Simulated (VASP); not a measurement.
# Pr2B (Cmcm) in VASP: single point with PBE

Aim: the single point of Pr2B with PBE.

Program: VASP 6.6.1. These are calculated values, not measurements. Logs are shortened: lines on timing, memory, paths and dates and some standing lists are left out, and cuts for length are marked.

**1. The cell of the first run**

It takes space group Cmcm (No. 63, orthorhombic). Conventional cell: a = 3.817 Å, b = 12.000 Å, c = 6.715 Å, α = 90.00°, β = 90.00°, γ = 90.00°. Pr (site symmetry 2/m) has 4 B at 2.84 Å and 10 Pr at 3.36 to 3.82 Å within 3.9 Å. Pr (site symmetry m2m) has 5 B at 2.74 to 4.04 Å and 12 Pr at 3.65 to 3.89 Å within 4.1 Å. Within 4.3 Å of B (site symmetry m2m) lie 9 Pr at 2.74 to 4.04 Å and 4 B at 3.82 to 4.22 Å.

The cell was generated, and may not be a known phase.

**2. Single point, PBE**

File INCAR:

```
PREC = Accurate
ENCUT = 500
EDIFF = 1E-6
ISMEAR = 0
SIGMA = 0.1
LREAL = False
LASPH = True
NELM = 200
ALGO = Normal
ISIF = 2
LWAVE = False
LCHARG = False
GGA = PE
NBANDS = 34
GGA_COMPAT = False
LMAXMIX = 6
```

File KPOINTS:

```
Automatic mesh
0
Gamma
  8 8 6
```

File POSCAR:

```
Pr2B
1.0
    1.9083669376     -6.0000530688      0.0000000000
    1.9083669376      6.0000530688      0.0000000000
    0.0000000000      0.0000000000      6.7153338744
Pr B
4 2
Direct
    0.0000000000      0.0000000000      0.5000000000
    0.0000000000      0.0000000000      0.0000000000
    0.2699314869      0.7300685131      0.2500000000
    0.7300685131      0.2699314869      0.7500000000
    0.6064346219      0.3935653781      0.2500000000
    0.3935653781      0.6064346219      0.7500000000
```

Potentials or basis: VASP PAW PBE potentials, release 64 (Pr_3, B), 4f in core.

Run with:

```sh
$ cat potpaw_PBE.64/Pr_3/POTCAR potpaw_PBE.64/B/POTCAR > POTCAR
$ mpirun -np 1 vasp_std > vasp.out
```

OUTCAR:

```text
PREC = Accurate
   ENCUT = 500
   EDIFF = 1E-6
   ISMEAR = 0
   LREAL = False
   LASPH = True
   NELM = 200
   ISIF = 2
   GGA = PE

 ion  position               nearest neighbor table
   1  0.000  0.000  0.500-   5 2.84   6 2.84   5 2.84   6 2.84   2 3.36   2 3.36   4 3.65   3 3.65
                             4 3.75   3 3.75   3 3.75   4 3.75
   2  0.000  0.000  0.000-   5 2.84   6 2.84   5 2.84   6 2.84   1 3.36   1 3.36   4 3.65   3 3.65
                             4 3.75   3 3.75   3 3.75   4 3.75
   3  0.270  0.730  0.250-   5 2.74   5 2.74   2 3.65   1 3.65   1 3.75   1 3.75   2 3.75   2 3.75
                             4 3.89   4 3.89   4 3.89   4 3.89
   4  0.730  0.270  0.750-   6 2.74   6 2.74   2 3.65   1 3.65   2 3.75   1 3.75   1 3.75   2 3.75
                             3 3.89   3 3.89   3 3.89   3 3.89
   5  0.606  0.394  0.250-   3 2.74   3 2.74   2 2.84   1 2.84   1 2.84   2 2.84
   6  0.394  0.606  0.750-   4 2.74   4 2.74   1 2.84   1 2.84   2 2.84   2 2.84

  LATTYP: Found a base centered orthorhombic cell.
 ALAT       =     3.8167338752
 B/A-ratio  =     3.1440772477
 C/A-ratio  =     1.7594451418

  Lattice vectors:

 A1 = (   1.9083669376,  -6.0000530688,   0.0000000000)
 A2 = (   1.9083669376,   6.0000530688,   0.0000000000)
 A3 = (   0.0000000000,   0.0000000000,   6.7153338744)

Analysis of symmetry for initial positions (statically):
=====================================================================
 Subroutine PRICEL returns:
 Original cell was already a primitive cell.

 Routine SETGRP: Setting up the symmetry group for a
 base centered orthorhombic supercell.

 Subroutine GETGRP returns: Found  8 space group operations
 (whereof  4 operations were pure point group operations)
 out of a pool of  8 trial point group operations.

The static configuration has the point symmetry C_2h.
 The point group associated with its full space group is D_2h.

Analysis of symmetry for dynamics (positions and initial velocities):
=====================================================================
 Subroutine PRICEL returns:
 Original cell was already a primitive cell.

 Routine SETGRP: Setting up the symmetry group for a
 base centered orthorhombic supercell.

 Subroutine GETGRP returns: Found  8 space group operations
 (whereof  4 operations were pure point group operations)
 out of a pool of  8 trial point group operations.

The dynamic configuration has the point symmetry C_2h.
 The point group associated with its full space group is D_2h.

 Subroutine INISYM returns: Found  8 space group operations
 (whereof  4 operations are pure point group operations),
 and found     1 'primitive' translations

----------------------------------------------------------------------------------------

                                     Primitive cell

  volume of cell :     153.7852

  direct lattice vectors                    reciprocal lattice vectors
     1.908366938 -6.000053069  0.000000000     0.262004120 -0.083332596  0.000000000
     1.908366938  6.000053069  0.000000000     0.262004120  0.083332596  0.000000000
     0.000000000  0.000000000  6.715333874     0.000000000  0.000000000  0.148912924

  length of vectors
     6.296229125  6.296229125  6.715333874     0.274937230  0.274937230  0.148912924

  position of ions in fractional coordinates (direct lattice)
     0.000000000  0.000000000  0.500000000
     0.000000000  0.000000000  0.000000000
     0.269931487  0.730068513  0.250000000
     0.730068513  0.269931487  0.750000000
     0.606434622  0.393565378  0.250000000
     0.393565378  0.606434622  0.750000000

  ion indices of the primitive-cell ions
   primitive index   ion index
                 1           1
                 2           2
                 3           3
                 4           4
                 5           5
                 6           6

----------------------------------------------------------------------------------------

 KPOINTS: Automatic mesh

Automatic generation of k-mesh.
 Grid dimensions read from file:
 generate k-points for:    8    8    6

 Generating k-lattice:

  Cartesian coordinates                     Fractional coordinates (reciprocal lattice)
     0.032750515 -0.010416575  0.000000000     0.125000000 -0.000000000  0.000000000
     0.032750515  0.010416575  0.000000000    -0.000000000  0.125000000  0.000000000
     0.000000000  0.000000000  0.024818821     0.000000000  0.000000000  0.166666667

  Length of vectors
     0.034367154  0.034367154  0.024818821

  Shift w.r.t. Gamma in fractional coordinates (k-lattice)
     0.000000000  0.000000000  0.000000000

 Subroutine IBZKPT returns following result:
 ===========================================

 Found     84 irreducible k-points:

 Following reciprocal coordinates:
            Coordinates               Weight
  0.000000  0.000000  0.000000      1.000000
  0.125000 -0.000000  0.000000      4.000000
  0.250000 -0.000000  0.000000      4.000000
  0.375000  0.000000  0.000000      4.000000
  0.500000 -0.000000  0.000000      2.000000
  0.125000  0.125000  0.000000      2.000000
[... 16 lines left out ...]
  0.125000 -0.000000  0.166667      8.000000
  0.250000 -0.000000  0.166667      8.000000
 [... further k-points ...]
   k-points           NKPTS =     84   k-points in BZ     NKDIM =     84   number of bands    NBANDS=     34
   number of dos      NEDOS =    301   number of ions     NIONS =      6
   total plane-waves  NPLWV = 115200
   dimension x,y,z NGX =    48 NGY =   48 NGZ =   50
   dimension x,y,z NGXF=    96 NGYF=   96 NGZF=  100
   ions per type =               4   2
   NGX,Y,Z   is equivalent  to a cutoff of  12.67, 12.67, 12.38 a.u.
   NGXF,Y,Z  is equivalent  to a cutoff of  25.35, 25.35, 24.76 a.u.
 SYSTEM =  unknown system
   PREC   = accura    normal or accurate (medium, high low for compatibility)
   ISTART =      0    job   : 0-new  1-cont  2-samecut
   ICHARG =      2    charge: 1-file 2-atom 10-const
   ISPIN  =      1    spin polarized calculation?
   LNONCOLLINEAR =      F non collinear calculations
   LSORBIT =      F    spin-orbit coupling
   LASPH  =      T    aspherical Exc in radial PAW
   ENCUT  =  500.0 eV  36.75 Ry    6.06 a.u.  11.48 11.48 12.24*2*pi/ulx,y,z
   NELM   =    200;   NELMIN=  2; NELMDL= -5     # of ELM steps
   EDIFF  = 0.1E-05   stopping-criterion for ELM
   LREAL  =      F    real-space projection
   EDIFFG = 0.1E-04   stopping-criterion for IOM
   NSW    =      0    number of steps for IOM
   IBRION =     -1    ionic relax: 0-MD 1-quasi-New 2-CG
   NFREE  =      0    steps in history (QN), initial steepest desc. (CG)
   ISIF   =      2    stress and relaxation
   ISYM   =      2    0-nonsym 1-usesym 2-fastsym
   POTIM  = 0.5000    time-step for ionic-motion
   TEBEG  =    0.0;   TEEND  =   0.0 temperature during run
   PSTRESS=    0.0 pullay stress
   NELECT =      50.0000    total number of electrons
   NUPDOWN=      -1.0000    fix difference up-down
   EMIN   =  10.00;   EMAX   =-10.00  energy-range for DOS
   EFERMI =   0.00;   METHOD = LEGACY
   ISMEAR =     0;   SIGMA  =   0.10  broadening in eV -4-tet -1-fermi 0-gaus
   EFERMI_NEDOS =   21; number of points for ismear=-14 and -15
   IALGO  =     38    algorithm
   IMIX   =      4    mixing-type and parameters
     AMIX     =   0.40;   BMIX     =  1.00
     AMIX_MAG =   1.60;   BMIX_MAG =  1.00
  volume/ion in A,a.u.               =      25.63       172.97
  Fermi-wavevector in a.u.,A,eV,Ry     =   1.125710  2.127284 17.241625  1.267224
  Thomas-Fermi vector in A             =   2.262389
   LORBIT       =      0    0 simple, 1 ext, 2 COOP (PROOUT), +10 PAW based schemes
   GGA     = PE    functional components
   LHFCALC =     F    Hartree Fock is set to
   AEXX    =    0.0000 exact exchange contribution
   IVDW    =     0    specifies the selected vdW correction
   LEPSILON=     F    determine dielectric tensor
   LRPA    =     F    only Hartree local field effects (RPA)
 non-spin polarized calculation
 Gauss-broadening in eV      SIGMA  =   0.10
  energy-cutoff  :      500.00
  volume of cell :      153.79
 maximum number of plane-waves:      3932
 NGX is ok and might be reduce to    48
   NGX = 23   NGY = 23   NGZ = 25

 number of electron      50.0000000 magnetization

 Free energy of the ion-electron system (eV)
  ---------------------------------------------------
  ext. energy  EPLUGINS =         0.00000000
  ---------------------------------------------------
  free energy    TOTEN  =       -31.26031095 eV

  energy without entropy =      -31.23240178  energy(sigma->0) =      -31.24635637

 E-fermi :   3.7465     XC(G=0):  -9.9852

 val. band max:        3.7445552768   @ k =   0.5000   0.3750   0.3333
 cond. band min:       3.7536453814   @ k =   0.3750   0.0000   0.1667
 fundamental gap:      0.0090901046
 Fermi energy:         3.7464743754

 k-point     1 :       0.0000    0.0000    0.0000
  band No.  band energies     occupation
      1     -32.4356      2.00000
      2     -32.3679      2.00000
      3     -32.1540      2.00000
      4     -32.0296      2.00000
      5     -14.9659      2.00000
      6     -14.8393      2.00000
[... 26 lines left out ...]
     33       6.0852      0.00000
     34       6.4332      0.00000

 k-point     2 :       0.1250   -0.0000    0.0000
  band No.  band energies     occupation
      1     -32.4270      2.00000
      2     -32.3650      2.00000
      3     -32.1510      2.00000
      4     -32.0249      2.00000
      5     -14.9487      2.00000
      6     -14.8214      2.00000
[... 26 lines left out ...]
     33       6.1404      0.00000
     34       7.0494      0.00000

 k-point     3 :       0.2500   -0.0000    0.0000
  band No.  band energies     occupation
      1     -32.4052      2.00000
      2     -32.3587      2.00000
      3     -32.1438      2.00000
      4     -32.0135      2.00000
      5     -14.9277      2.00000
      6     -14.7642      2.00000
[... 26 lines left out ...]
     33       6.6285      0.00000
     34       6.7337      0.00000

 k-point     4 :       0.3750    0.0000    0.0000
  band No.  band energies     occupation
      1     -32.3801      2.00000
      2     -32.3554      2.00000
      3     -32.1368      2.00000
      4     -32.0020      2.00000
      5     -14.9319      2.00000
      6     -14.7336      2.00000
[... 26 lines left out ...]
     33       6.9457      0.00000
     34       7.0213      0.00000

 k-point     5 :       0.5000   -0.0000    0.0000
  band No.  band energies     occupation
      1     -32.3634      2.00000
      2     -32.3602      2.00000
      3     -32.1340      2.00000
      4     -31.9972      2.00000
      5     -14.9421      2.00000
      6     -14.7457      2.00000
[... 621 lines left out ...]
 k-point    22 :       0.0000    0.0000    0.1667
  band No.  band energies     occupation
      1     -32.4308      2.00000
      2     -32.3722      2.00000
      3     -32.1461      2.00000
      4     -32.0383      2.00000
      5     -14.9221      2.00000
      6     -14.7838      2.00000
[... 26 lines left out ...]
     33       5.9325      0.00000
     34       6.5459      0.00000

 k-point    23 :       0.1250   -0.0000    0.1667
  band No.  band energies     occupation
      1     -32.4226      2.00000
      2     -32.3689      2.00000
      3     -32.1429      2.00000
      4     -32.0337      2.00000
      5     -14.8962      2.00000
      6     -14.7761      2.00000
[... 26 lines left out ...]
     33       5.9360      0.00000
     34       6.8513      0.00000

 k-point    24 :       0.2500   -0.0000    0.1667
  band No.  band energies     occupation
      1     -32.4019      2.00000
      2     -32.3617      2.00000
      3     -32.1354      2.00000
      4     -32.0226      2.00000
      5     -14.8610      2.00000
      6     -14.7388      2.00000
[... 26 lines left out ...]
     33       6.2556      0.00000
     34       6.6050      0.00000

 [... further k-points ...]

------------------------ aborting loop because EDIFF is reached ----------------------------------------

  FORCE on cell =-STRESS in cart. coord.  units (eV):
  Direction    XX          YY          ZZ          XY          YZ          ZX
  --------------------------------------------------------------------------------------
  -------------------------------------------------------------------------------------
  Total        0.0267735      0.0597443      0.0169307      0.0000000     -0.0000000      0.0000000
  in kB        0.2789336      0.6224328      0.1763884      0.0000000     -0.0000000      0.0000000
  external PRESSURE =       0.3592516 kB  Pullay stress =       0.0000000 kB

 VOLUME and BASIS-vectors are now :
 -----------------------------------------------------------------------------
  energy-cutoff  :      500.00
  volume of cell :      153.79
      direct lattice vectors                 reciprocal lattice vectors
     1.908366938 -6.000053069  0.000000000     0.262004120 -0.083332596  0.000000000
     1.908366938  6.000053069  0.000000000     0.262004120  0.083332596  0.000000000
     0.000000000  0.000000000  6.715333874     0.000000000  0.000000000  0.148912924

 POSITION                                       TOTAL-FORCE (eV/Angst)
 -----------------------------------------------------------------------------------
      0.00000      0.00000      3.35767         0.000000     -0.000000     -0.000000
      0.00000      0.00000      0.00000        -0.000000     -0.000000     -0.000000
      1.90837      2.76085      1.67883         0.000000      0.006559     -0.000000
      1.90837     -2.76085      5.03650         0.000000     -0.006559      0.000000
      1.90837     -1.27723      1.67883         0.000000      0.003944     -0.000000
      1.90837      1.27723      5.03650         0.000000     -0.003944     -0.000000
 -----------------------------------------------------------------------------------
    total drift:                               -0.000000      0.000000     -0.000000

  FREE ENERGIE OF THE ION-ELECTRON SYSTEM (eV)
  ---------------------------------------------------
  free  energy   TOTEN  =       -31.2603109477 eV

  energy  without entropy=      -31.2324017826  energy(sigma->0) =      -31.24635637
```

It took 5.2 min on 1 thread of Intel Xeon 6975P-C (Granite Rapids), shared host; peak memory 0.52 GiB.

What came out:

| Quantity | Value |
| --- | --- |
| Free energy | -31.2603 eV |
| Pressure | 0.0 GPa |
| Largest force | 0.007 eV/Å |
| Band gap on the k mesh | zero (bands 25 and 26 overlap by 0.65 eV) |

Forces on the atoms (eV/Å):
```
Pr   0.000  0.000  0.000
Pr   0.000  0.000  0.000
Pr   0.000  0.007  0.000
Pr   0.000 -0.007  0.000
B    0.000  0.004  0.000
B    0.000 -0.004  0.000
```

Levels at points of the mesh, in eV from the Fermi level:
```tsv
k point	band 22	band 23	band 24	band 25	band 26	band 27	band 28	band 29
(0.00, 0.00, 0.00)	-0.96	-0.93	-0.73	-0.35	0.49	0.77	1.04	1.30
(0.50, 0.00, 0.00)	-0.95	-0.54	-0.51	-0.46	0.19	0.39	0.84	1.07
(0.50, 0.50, 0.00)	-0.94	-0.88	-0.02	0.25	0.31	0.56	0.69	0.85
(0.00, 0.00, 0.50)	-1.45	-0.27	-0.27	0.14	0.14	0.73	0.73	1.16
(0.50, 0.00, 0.50)	-1.43	-0.96	-0.96	0.26	0.26	0.55	0.55	1.50
(0.50, 0.50, 0.50)	-0.78	-0.39	-0.39	-0.22	-0.22	0.44	0.44	1.43
```

Caveat: spin-orbit coupling is left out, which moves the levels of the heavy elements; the 4f electrons are frozen in the core, so they carry no moment and show no levels. Spin polarisation is off, so any magnetic state and its effect on volume and gap are missing.
